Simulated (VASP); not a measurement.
# Pd (P6_3/mmc) in VASP: further runs

The runs below take Pd through single point, with PBEsol.

Everything below comes from runs of VASP 6.6.1. Logs are shortened: lines on timing, memory, paths and dates and some standing lists are left out, and cuts for length are marked.

### 1 The cell of the first run

Symmetry: P6_3/mmc, No. 194, hexagonal system. Conventional cell: a = 2.688 Å, b = 2.688 Å, c = 4.469 Å, α = 90.00°, β = 90.00°, γ = 120.00°. Within 3.5 Å of Pd (site symmetry -6m2) lie 12 Pd at 2.69 to 2.72 Å.

This isn't the form of Pd at room conditions, which is fcc.

### 2 Single point, PBEsol, collinear spin

INCAR reads:

```
  PREC = Accurate
  ENCUT = 520
  EDIFF = 1E-7
  ISMEAR = 0
  SIGMA = 0.05
  LREAL = F
  LASPH = T
  NELM = 150
  ALGO = Normal
  ISIF = 2
  LWAVE = F
  LCHARG = F
  ISPIN = 2
  MAGMOM = 0.41 0.41
  LORBIT = 11
  LMAXMIX = 4
  GGA = PS
  NBANDS = 21
```

KPOINTS reads:

```
regular mesh
0
Gamma
  15 15 8
```

POSCAR reads:

```
Pd
1.0
    2.6875990520      0.0000000000      0.0000000000
   -1.3437995260      2.3275290542      0.0000000000
    0.0000000000      0.0000000000      4.4691470540
Pd
2
Direct
    0.6666666700      0.3333333300      0.7500000000
    0.3333333300      0.6666666700      0.2500000000
```

Potentials or basis: VASP PAW PBE potentials, release 64 (Pd).

The run is started by

```
> cat potpaw_PBE.64/Pd/POTCAR > POTCAR
> mpirun -np 1 vasp_std > vasp.out
```

OUTCAR:

```text
PREC = Accurate
   ENCUT = 520
   EDIFF = 1E-7
   ISMEAR = 0
   LREAL = F
   LASPH = T
   NELM = 150
   ISIF = 2
   ISPIN = 2
   LORBIT = 11
   GGA = PS

 ion  position               nearest neighbor table
   1  0.667  0.333  0.750-   2 2.72   2 2.72   2 2.72   2 2.72   2 2.72   2 2.72
   2  0.333  0.667  0.250-   1 2.72   1 2.72   1 2.72   1 2.72   1 2.72   1 2.72

  LATTYP: Found a hexagonal cell.
 ALAT       =     2.6875990520
 C/A-ratio  =     1.6628771508

  Lattice vectors:

 A1 = (   2.6875990520,   0.0000000000,   0.0000000000)
 A2 = (  -1.3437995260,   2.3275290542,   0.0000000000)
 A3 = (   0.0000000000,   0.0000000000,   4.4691470540)

Analysis of symmetry for initial positions (statically):
=====================================================================
 Subroutine PRICEL returns:
 Original cell was already a primitive cell.

 Routine SETGRP: Setting up the symmetry group for a
 hexagonal supercell.

 Subroutine GETGRP returns: Found 24 space group operations
 (whereof 12 operations were pure point group operations)
 out of a pool of 24 trial point group operations.

The static configuration has the point symmetry D_3d.
 The point group associated with its full space group is D_6h.

Analysis of symmetry for dynamics (positions and initial velocities):
=====================================================================
 Subroutine PRICEL returns:
 Original cell was already a primitive cell.

 Routine SETGRP: Setting up the symmetry group for a
 hexagonal supercell.

 Subroutine GETGRP returns: Found 24 space group operations
 (whereof 12 operations were pure point group operations)
 out of a pool of 24 trial point group operations.

The dynamic configuration has the point symmetry D_3d.
 The point group associated with its full space group is D_6h.

Analysis of structural, dynamic, and magnetic symmetry:
=====================================================================
 Subroutine PRICEL returns:
 Original cell was already a primitive cell.

 Routine SETGRP: Setting up the symmetry group for a
 hexagonal supercell.

 Subroutine GETGRP returns: Found 24 space group operations
 (whereof 12 operations were pure point group operations)
 out of a pool of 24 trial point group operations.

The overall configuration has the point symmetry D_3d.
 The point group associated with its full space group is D_6h.

 Subroutine INISYM returns: Found 24 space group operations
 (whereof 12 operations are pure point group operations),
 and found     1 'primitive' translations

----------------------------------------------------------------------------------------

                                     Primitive cell

  volume of cell :      27.9566

  direct lattice vectors                    reciprocal lattice vectors
     2.687599052  0.000000000  0.000000000     0.372079310  0.214820090  0.000000000
    -1.343799526  2.327529054  0.000000000     0.000000000  0.429640179  0.000000000
     0.000000000  0.000000000  4.469147054     0.000000000  0.000000000  0.223756343

  length of vectors
     2.687599052  2.687599052  4.469147054     0.429640179  0.429640179  0.223756343

  position of ions in fractional coordinates (direct lattice)
     0.666666670  0.333333330  0.750000000
     0.333333330  0.666666670  0.250000000

  ion indices of the primitive-cell ions
   primitive index   ion index
                 1           1
                 2           2

----------------------------------------------------------------------------------------

 KPOINTS: regular mesh

Automatic generation of k-mesh.
 Grid dimensions read from file:
 generate k-points for:   15   15    8

 Generating k-lattice:

  Cartesian coordinates                     Fractional coordinates (reciprocal lattice)
     0.024805287  0.014321339  0.000000000     0.066666667  0.000000000  0.000000000
     0.000000000  0.028642679  0.000000000     0.000000000  0.066666667  0.000000000
     0.000000000  0.000000000  0.027969543     0.000000000  0.000000000  0.125000000

  Length of vectors
     0.028642679  0.028642679  0.027969543

  Shift w.r.t. Gamma in fractional coordinates (k-lattice)
     0.000000000  0.000000000  0.000000000

 Subroutine IBZKPT returns following result:
 ===========================================

 Found    135 irreducible k-points:

 Following reciprocal coordinates:
            Coordinates               Weight
  0.000000  0.000000  0.000000      1.000000
  0.066667 -0.000000  0.000000      6.000000
  0.133333 -0.000000  0.000000      6.000000
  0.200000  0.000000  0.000000      6.000000
  0.266667 -0.000000  0.000000      6.000000
  0.333333 -0.000000  0.000000      6.000000
[... 16 lines left out ...]
  0.333333  0.200000  0.000000     12.000000
  0.400000  0.200000  0.000000      6.000000
 [... further k-points ...]
   k-points           NKPTS =    135   k-points in BZ     NKDIM =    135   number of bands    NBANDS=     21
   number of dos      NEDOS =    301   number of ions     NIONS =      2
   total plane-waves  NPLWV =  14400
   dimension x,y,z NGX =    20 NGY =   20 NGZ =   36
   dimension x,y,z NGXF=    40 NGYF=   40 NGZF=   72
   ions per type =               2
   NGX,Y,Z   is equivalent  to a cutoff of  12.37, 12.37, 13.39 a.u.
   NGXF,Y,Z  is equivalent  to a cutoff of  24.74, 24.74, 26.78 a.u.
 SYSTEM =  unknown system
   PREC   = accura    normal or accurate (medium, high low for compatibility)
   ISTART =      0    job   : 0-new  1-cont  2-samecut
   ICHARG =      2    charge: 1-file 2-atom 10-const
   ISPIN  =      2    spin polarized calculation?
   LNONCOLLINEAR =      F non collinear calculations
   LSORBIT =      F    spin-orbit coupling
   LASPH  =      T    aspherical Exc in radial PAW
   ENCUT  =  520.0 eV  38.22 Ry    6.18 a.u.   5.00  5.00  8.31*2*pi/ulx,y,z
   NELM   =    150;   NELMIN=  2; NELMDL= -5     # of ELM steps
   EDIFF  = 0.1E-06   stopping-criterion for ELM
   LREAL  =      F    real-space projection
   EDIFFG = 0.1E-05   stopping-criterion for IOM
   NSW    =      0    number of steps for IOM
   IBRION =     -1    ionic relax: 0-MD 1-quasi-New 2-CG
   NFREE  =      0    steps in history (QN), initial steepest desc. (CG)
   ISIF   =      2    stress and relaxation
   ISYM   =      2    0-nonsym 1-usesym 2-fastsym
   POTIM  = 0.5000    time-step for ionic-motion
   TEBEG  =    0.0;   TEEND  =   0.0 temperature during run
   PSTRESS=    0.0 pullay stress
   NELECT =      20.0000    total number of electrons
   NUPDOWN=      -1.0000    fix difference up-down
   EMIN   =  10.00;   EMAX   =-10.00  energy-range for DOS
   EFERMI =   0.00;   METHOD = LEGACY
   ISMEAR =     0;   SIGMA  =   0.05  broadening in eV -4-tet -1-fermi 0-gaus
   EFERMI_NEDOS =   21; number of points for ismear=-14 and -15
   IALGO  =     38    algorithm
   IMIX   =      4    mixing-type and parameters
     AMIX     =   0.40;   BMIX     =  1.00
     AMIX_MAG =   1.60;   BMIX_MAG =  1.00
  volume/ion in A,a.u.               =      13.98        94.33
  Fermi-wavevector in a.u.,A,eV,Ry     =   1.464165  2.766871 29.167895  2.143780
  Thomas-Fermi vector in A             =   2.580174
   LORBIT       =     11    0 simple, 1 ext, 2 COOP (PROOUT), +10 PAW based schemes
   GGA     = PS    functional components
   LHFCALC =     F    Hartree Fock is set to
   AEXX    =    0.0000 exact exchange contribution
   IVDW    =     0    specifies the selected vdW correction
   LEPSILON=     F    determine dielectric tensor
   LRPA    =     F    only Hartree local field effects (RPA)
 spin polarized calculation
 Gauss-broadening in eV      SIGMA  =   0.05
  energy-cutoff  :      520.00
  volume of cell :       27.96
 maximum number of plane-waves:       774
 NGX is ok and might be reduce to    20
   NGX =  9   NGY =  9   NGZ = 17

 number of electron      19.9999997 magnetization       0.5391810

 Free energy of the ion-electron system (eV)
  ---------------------------------------------------
  ext. energy  EPLUGINS =         0.00000000
  ---------------------------------------------------
  free energy    TOTEN  =       -11.81767800 eV

  energy without entropy =      -11.81230658  energy(sigma->0) =      -11.81499229

 E-fermi :  10.5802     XC(G=0): -13.7143

 val. band max:       10.5793489036   @ k =   0.4000   0.2000   0.1250
 cond. band min:      10.5807175598   @ k =   0.4667   0.0667   0.2500
 fundamental gap:      0.0013686562
 Fermi energy:        10.5801800629

 spin component 1

 k-point     1 :       0.0000    0.0000    0.0000
  band No.  band energies     occupation
      1       2.8777      1.00000
      2       4.7028      1.00000
      3       7.2336      1.00000
      4       7.4614      1.00000
      5       7.4614      1.00000
      6       7.8543      1.00000
[... 13 lines left out ...]
     20      35.2886      0.00000
     21      36.3652      0.00000

 k-point     2 :       0.0667   -0.0000    0.0000
  band No.  band energies     occupation
      1       3.0308      1.00000
      2       4.8147      1.00000
      3       7.1308      1.00000
      4       7.5452      1.00000
      5       7.5682      1.00000
      6       7.8007      1.00000
[... 13 lines left out ...]
     20      35.4380      0.00000
     21      36.3785      0.00000

 k-point     3 :       0.1333   -0.0000    0.0000
  band No.  band energies     occupation
      1       3.4687      1.00000
      2       5.1068      1.00000
      3       6.9137      1.00000
      4       7.5888      1.00000
      5       7.8448      1.00000
      6       7.8794      1.00000
[... 13 lines left out ...]
     20      35.8630      0.00000
     21      36.3986      0.00000
[... 457 lines left out ...]
 k-point    23 :       0.3333    0.2000    0.0000
  band No.  band energies     occupation
      1       5.4986      1.00000
      2       5.6420      1.00000
      3       5.9680      1.00000
      4       7.1962      1.00000
      5       7.2371      1.00000
      6       7.6914      1.00000
[... 13 lines left out ...]
     20      36.2932      0.00000
     21      36.6068      0.00000

 k-point    24 :       0.4000    0.2000    0.0000
  band No.  band energies     occupation
      1       5.4324      1.00000
      2       5.5861      1.00000
      3       5.9631      1.00000
      4       7.2442      1.00000
      5       7.4213      1.00000
      6       7.5614      1.00000
[... 13 lines left out ...]
     20      36.2887      0.00000
     21      36.6826      0.00000

 [... further k-points ...]

 spin component 2

 k-point     1 :       0.0000    0.0000    0.0000
  band No.  band energies     occupation
      1       2.9020      1.00000
      2       4.8374      1.00000
      3       7.4351      1.00000
      4       7.6564      1.00000
      5       7.6564      1.00000
      6       8.0554      1.00000
[... 13 lines left out ...]
     20      35.3116      0.00000
     21      36.4171      0.00000

 k-point     2 :       0.0667   -0.0000    0.0000
  band No.  band energies     occupation
      1       3.0552      1.00000
      2       4.9506      1.00000
      3       7.3264      1.00000
      4       7.7447      1.00000
      5       7.7640      1.00000
      6       8.0004      1.00000
[... 13 lines left out ...]
     20      35.4616      0.00000
     21      36.7425      0.00000

 k-point     3 :       0.1333   -0.0000    0.0000
  band No.  band energies     occupation
      1       3.4940      1.00000
      2       5.2471      1.00000
      3       7.1012      1.00000
      4       7.7854      1.00000
      5       8.0467      1.00000
      6       8.0778      1.00000
[... 13 lines left out ...]
     20      35.8885      0.00000
     21      37.0695      0.00000
[... 457 lines left out ...]
 k-point    23 :       0.3333    0.2000    0.0000
  band No.  band energies     occupation
      1       5.6310      1.00000
      2       5.7993      1.00000
      3       6.1031      1.00000
      4       7.3522      1.00000
      5       7.3670      1.00000
      6       7.8453      1.00000
[... 13 lines left out ...]
     20      36.6191      0.00000
     21      36.8128      0.00000

 k-point    24 :       0.4000    0.2000    0.0000
  band No.  band energies     occupation
      1       5.5650      1.00000
      2       5.7425      1.00000
      3       6.0998      1.00000
      4       7.4014      1.00000
      5       7.5577      1.00000
      6       7.7127      1.00000
[... 13 lines left out ...]
     20      36.6170      0.00000
     21      36.8287      0.00000

 [... further k-points ...]

------------------------ aborting loop because EDIFF is reached ----------------------------------------

  FORCE on cell =-STRESS in cart. coord.  units (eV):
  Direction    XX          YY          ZZ          XY          YZ          ZX
  --------------------------------------------------------------------------------------
  -------------------------------------------------------------------------------------
  Total        1.6859500      1.6859500      1.8266762     -0.0000000      0.0000000      0.0000000
  in kB       96.6208909     96.6208909    104.6858345     -0.0000000      0.0000000      0.0000000
  external PRESSURE =      99.3092054 kB  Pullay stress =       0.0000000 kB

 VOLUME and BASIS-vectors are now :
 -----------------------------------------------------------------------------
  energy-cutoff  :      520.00
  volume of cell :       27.96
      direct lattice vectors                 reciprocal lattice vectors
     2.687599052  0.000000000  0.000000000     0.372079310  0.214820090  0.000000000
    -1.343799526  2.327529054  0.000000000     0.000000000  0.429640179  0.000000000
     0.000000000  0.000000000  4.469147054     0.000000000  0.000000000  0.223756343

 POSITION                                       TOTAL-FORCE (eV/Angst)
 -----------------------------------------------------------------------------------
      1.34380      0.77584      3.35186        -0.000000      0.000000      0.000000
     -0.00000      1.55169      1.11729         0.000000     -0.000000      0.000000
 -----------------------------------------------------------------------------------
    total drift:                               -0.000001      0.000001     -0.000000

  FREE ENERGIE OF THE ION-ELECTRON SYSTEM (eV)
  ---------------------------------------------------
  free  energy   TOTEN  =       -11.8176779987 eV

  energy  without entropy=      -11.8123065811  energy(sigma->0) =      -11.81499229

 total charge

# of ion       s       p       d       tot
------------------------------------------
    1        0.508   0.542   8.501   9.551
    2        0.508   0.542   8.501   9.551
--------------------------------------------------
tot          1.017   1.083  17.002  19.102

 magnetization (x)

# of ion       s       p       d       tot
------------------------------------------
    1       -0.002  -0.006   0.276   0.267
    2       -0.002  -0.006   0.276   0.267
--------------------------------------------------
tot         -0.003  -0.013   0.551   0.535
```

It took 58 s on 1 thread of AMD EPYC 9R45 (Zen 5), shared host; peak memory 0.2 GiB.

What came out:

| Property | Result |
| --- | --- |
| Free energy | -11.8177 eV |
| Pressure | 9.9 GPa |
| Net moment | 0.54 μB per cell |
| Site moments | Pd +0.27 μB |
| Valence electrons inside the program's atomic spheres | Pd 9.55 |

Caveat: the cell stands under pressure; the PAW data sets were made with another functional, which shifts forces and pressure a little.

### 3 Single point, PBEsol, collinear spin

This run uses another cell than the first one, of 15.53 Å³/atom.

INCAR reads:

```
ALGO = Fast
EDIFF = 1E-7
ENCUT = 520
GGA = PS
ISIF = 2
ISMEAR = 0
ISPIN = 2
LASPH = True
LCHARG = False
LMAXMIX = 4
LORBIT = 11
LREAL = False
LWAVE = False
MAGMOM = 1 1
NBANDS = 21
NELM = 150
PREC = Accurate
SIGMA = 0.05
```

KPOINTS reads:

```
k-points
0
Gamma
  15 15 8
```

POSCAR reads:

```
Pd
1.0
    2.7836650458      0.0000000000      0.0000000000
   -1.3918325229      2.4107246453      0.0000000000
    0.0000000000      0.0000000000      4.6288930000
Pd
2
Direct
    0.6666666700      0.3333333300      0.7500000000
    0.3333333300      0.6666666700      0.2500000000
```

Potentials or basis: VASP PAW PBE potentials, release 64 (Pd).

The run is started by

```
> cat potpaw_PBE.64/Pd/POTCAR > POTCAR
> mpirun -np 1 vasp_std > vasp.out
```

Wall time 83 s (1 thread of AMD EPYC 9R45 (Zen 5), shared host); peak memory 0.23 GiB.

Results (log left out):

```
Free energy                                           : -11.7948 eV
Pressure                                              : -10.3 GPa
Net moment                                            : 0.80 μB per cell
Site moments                                          : Pd +0.40 μB
Valence electrons inside the program's atomic spheres : Pd 9.32
```

Levels at points of the mesh, in eV from the Fermi level:
Spin up:
| k point | band 6 | band 7 | band 8 | band 9 | band 10 | band 11 | band 12 | band 13 | band 14 | band 15 |
| --- | --- | --- | --- | --- | --- | --- | --- | --- | --- | --- |
| (0.00, 0.00, 0.00) | -2.38 | -2.38 | -1.72 | -1.72 | -0.39 | -0.39 | 0.85 | 6.46 | 16.98 | 18.56 |
| (0.00, 0.00, 0.50) | -2.74 | -2.74 | -2.74 | -0.82 | -0.82 | -0.82 | -0.82 | 13.57 | 13.57 | 17.44 |
Spin down:
```csv
k point,band 8,band 9,band 10,band 11,band 12,band 13
"(0.00, 0.00, 0.00)",-1.45,-1.45,-0.11,-0.11,0.86,6.66
"(0.00, 0.00, 0.50)",-2.46,-0.54,-0.54,-0.54,-0.54,13.66
```

Caveat: the cell stands under tension; the PAW data sets were made with another functional, which shifts forces and pressure a little.

### 4 Single point, PBEsol, collinear spin

This run uses another cell than the first one, of 15.53 Å³/atom.

INCAR reads:

```
SYSTEM = Pd
  PREC = Accurate
  ENCUT = 520
  EDIFF = 1E-6
  ISMEAR = 0
  SIGMA = 0.05
  LREAL = .False.
  LASPH = .True.
  NELM = 150
  ALGO = Normal
  ISIF = 2
  LWAVE = .False.
  LCHARG = .True.
  ISPIN = 2
  MAGMOM = 0.41 0.41
  LORBIT = 11
  LMAXMIX = 4
  GGA = PS
  LELF = .True.
  LVHAR = .True.
  NBANDS = 21
```

KPOINTS reads:

```
regular mesh
0
Gamma
  15 15 8
  0 0 0
```

POSCAR is that of step 3.

The run is started by

```
> cat potpaw_PBE.64/Pd/POTCAR > POTCAR
> mpirun -np 1 vasp_std > vasp.out
```

It took 68 s on 1 thread of AMD EPYC 9R45 (Zen 5), shared host; peak memory 0.22 GiB.

The run converged. Its results:

| Quantity | Value |
| --- | --- |
| Free energy | -11.7948 eV |
| Pressure | -10.3 GPa |
| Net moment | 0.80 μB per cell |
| Site moments | Pd +0.40 μB |
| Valence electrons inside the program's atomic spheres | Pd 9.32 |

Levels at points of the mesh, in eV from the Fermi level:
Spin up:
```
           k point  band 8  band 9  band 10  band 11  band 12  band 13
(0.00, 0.00, 0.00)   -1.72   -1.72    -0.39    -0.39     0.85     6.46
(0.00, 0.00, 0.50)   -2.74   -0.82    -0.82    -0.82    -0.82    13.57
```
Spin down:
| k point | band 6 | band 7 | band 8 | band 9 | band 10 | band 11 | band 12 | band 13 | band 14 | band 15 |
| --- | --- | --- | --- | --- | --- | --- | --- | --- | --- | --- |
| (0.00, 0.00, 0.00) | -2.08 | -2.08 | -1.45 | -1.45 | -0.11 | -0.11 | 0.86 | 6.66 | 16.97 | 18.56 |
| (0.00, 0.00, 0.50) | -2.46 | -2.46 | -2.46 | -0.54 | -0.54 | -0.54 | -0.54 | 13.66 | 13.66 | 17.45 |

Caveat: the cell stands under tension; the PAW data sets were made with another functional, which shifts forces and pressure a little.
